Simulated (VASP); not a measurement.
Runs of VASP 6.6.1 on SnTe. The structure is that of space group Fm-3m (No. 225), or close to it. The cells are those of the table. 

```csv
task,cell,cutoff (eV),smearing,gap on the mesh (eV),pressure (GPa),relaxed volume (Å³/atom)
single point,"a = 4.410 Å, angles 60.0°, 2 atoms",520,fermi-dirac 0.005 eV,0.21,0.0,-
relaxation of cell and atoms,"relaxed from a = 4.456 Å, angles 60.0°, 2 atoms",600,fermi-dirac 0.1 eV,0.21,0.0,30.35
relaxation of cell and atoms,"relaxed from a = 4.456 Å, angles 60.0°, 2 atoms",600,fermi-dirac 0.005 eV,0.21,0.0,(a)
single point,"a = 4.410 Å, angles 60.0°, 2 atoms",520,fermi-dirac 0.1 eV,0.21,0.0,-
```

Alike in all rows: level LDA; potentials or basis VASP PAW LDA potentials, release 64 (Sn_d, Te); no spin polarisation; k mesh 14 × 14 × 14.

Fill in the values left out.

(a) 30.37.

Caveats: spin-orbit coupling is left out, which moves the levels of the heavy elements.

A k mesh can miss the band edges, and the runs leave out spin-orbit coupling on Sn, Te.
